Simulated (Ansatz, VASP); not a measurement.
# Sb: VASP beside Ansatz

The input INCAR:

```
SYSTEM = Sb
PREC = Accurate ; ENCUT = 520
EDIFF = 1E-6 ; ISMEAR = 0
SIGMA = 0.2 ; LREAL = .False.
LASPH = .True. ; NELM = 80
ALGO = Normal ; ISIF = 2
LWAVE = .False. ; LCHARG = .True.
GGA = PE ; LELF = .True.
LVHAR = .True. ; NBANDS = 18
```

KPOINTS

```
Automatic mesh
0
Gamma
  8 4 4
  0 0 0
```

POSCAR

```
Sb
1.0
    0.0000000000      3.1095510566      0.0000000000
    0.0000000000      0.0000000000      6.2190664274
    6.2191021132      0.0000000000      0.0000000000
Sb
4
Direct
    0.5000000000      0.0000000000      0.2500000000
    0.5000000000      0.5000000000      0.2500000000
    0.5000000000      0.0000000000      0.7500000000
    0.5000000000      0.5000000000      0.7500000000
```

Input for Ansatz:

```yaml
crystal:
  lattice:
    - [0.0, 3.1095510566, 0.0]
    - [0.0, 0.0, 6.2190664274]
    - [6.2191021132, 0.0, 0.0]
  atoms:
    - { symbol: Sb, position: [0.5, 0.0, 0.25] }
    - { symbol: Sb, position: [0.5, 0.5, 0.25] }
    - { symbol: Sb, position: [0.5, 0.0, 0.75] }
    - { symbol: Sb, position: [0.5, 0.5, 0.75] }
basis:
  ecutwfc: 420
kpoints:
  mp_grid: { grid: [8, 4, 4] }
hamiltonian:
  xc: pbe
scf:
  occupations: { method: gaussian, width: 0.2 }
  lower_state_search: "off"
output:
  forces: true
  stress: true
  eigenvalues: true
```

Alike in both runs: task single point; functional PBE; k mesh 8 × 4 × 4; occupations gaussian, width 0.2 eV; no spin polarisation.

|  | VASP | Ansatz |
| --- | --- | --- |
| version | VASP 6.6.1 | Ansatz 0.2.0 |
| potentials or method | VASP PAW PBE potentials, release 64 (Sb), cutoff 520 eV | scalar-relativistic, plane waves, PAW |
| valence electrons in the cell | 20 | 60 |

Ansatz gave:

| Property | Result |
| --- | --- |
| gap on the k mesh at the Fermi level (eV) | none |
| pressure (GPa) | 0.3 |

Question: Which values does VASP return?

Answer: gap on the k mesh at the Fermi level (eV): none; pressure (GPa): 0.2.

A gap of «none» marks a metal or a gap that the smearing closes. VASP's potentials hold 20 valence electrons a cell and Ansatz's 60, so a difference there can come from the potentials and not from the codes. Ansatz's warnings: near symmetry operations not taken.

Neither program's run includes spin-orbit coupling.
